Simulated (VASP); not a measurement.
Set up this calculation in VASP 6.6.1, as the native input.

```yaml
Task: single point
Functional: PBEsol
Potentials_or_basis: VASP PAW PBE potentials, release 64 (Zr_sv)
Cutoff: 520 eV
k_mesh: 18 × 18 × 10
Occupations: gaussian, width 0.15 eV
Spin: no spin polarisation
Dipole_correction: no
Further_INCAR_settings: ALGO = Fast; EDIFF = 1e-07; NBANDS = 19
```

The structure of Zr lies in POSCAR:

```
Zr
1.0
    3.2319982225      0.0000000000      0.0000000000
   -1.6159991112      2.7989925657      0.0000000000
    0.0000000000      0.0000000000      5.2242050000
Zr
2
Direct
    0.3333333333      0.6666666667      0.2500000000
    0.6666666667      0.3333333333      0.7500000000
```

This cell differs from its parent crystal: strain +0.000 along x and y, +0.015 along z.

The input as run:

INCAR

```
SYSTEM = Zr
  PREC = Accurate
  ENCUT = 520
  EDIFF = 1E-7
  ISMEAR = 0
  SIGMA = 0.15
  LREAL = .False.
  LASPH = .True.
  NELM = 80
  ALGO = Fast
  ISIF = 2
  LWAVE = .False.
  LCHARG = .False.
  GGA = PS
  NBANDS = 19
```

KPOINTS

```
Automatic mesh
0
Gamma
  18 18 10
  0 0 0
```

Potentials or basis: VASP PAW PBE potentials, release 64 (Zr_sv).

Run with:

```console
$ cat potpaw_PBE.64/Zr_sv/POTCAR > POTCAR
$ mpirun -np 1 vasp_std > vasp.out
```

It gave:

```json
{"Pressure": "-4.6 GPa", "Band gap on the k mesh": "zero (bands 12 and 13 overlap by 1.15 eV)"}
```

Caveat: the cell differs from its parent crystal (strain +0.000 along x and y, +0.015 along z); the cell stands under tension; the PAW data sets were made with another functional, which shifts forces and pressure a little.

Wall time 2.8 min on 1 thread of Intel(R) Xeon(R) 6975P-C (Granite Rapids), on a shared host, peak memory 0.27 GiB.
